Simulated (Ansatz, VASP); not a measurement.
**One calculation of ScGa3, two programs**

```
Sc Ga
1.0
     4.17531    0.00000    0.00000
     0.00000    4.17531    0.00000
     0.00000    0.00000    4.17531
Sc Ga
1 3
Cartesian
  0.0000 0.0000 0.0000
  0.0000 2.0877 2.0877
  2.0877 0.0000 2.0877
  2.0877 2.0877 0.0000
```

Change from the starting cell: volume scaled by 1.06, PAW files.

Alike in both runs: task electric field gradients; functional LDA; k mesh 9 × 9 × 9; occupations fermi-dirac, width 0.05 eV; no spin polarisation.

```csv
,VASP,Ansatz
version,VASP 6.6.1,Ansatz 0.2.0
potentials or method,"VASP PAW LDA potentials, release 64 (Sc_sv, Ga_d)","PAW with Ansatz's default frozen-core files, scalar-relativistic"
plane-wave cutoff (eV),520,420
valence electrons in the cell,50,50
```

```tsv
	VASP	Ansatz	Ansatz less VASP
pressure (GPa)	-8.7	-8.9	-0.17
size of Vzz on the site where it differs most (V/Å²)	60.7	63.2	+2.49
```

LDA's correlation is that of Perdew and Zunger in VASP and of Perdew and Wang (1992) in Ansatz.
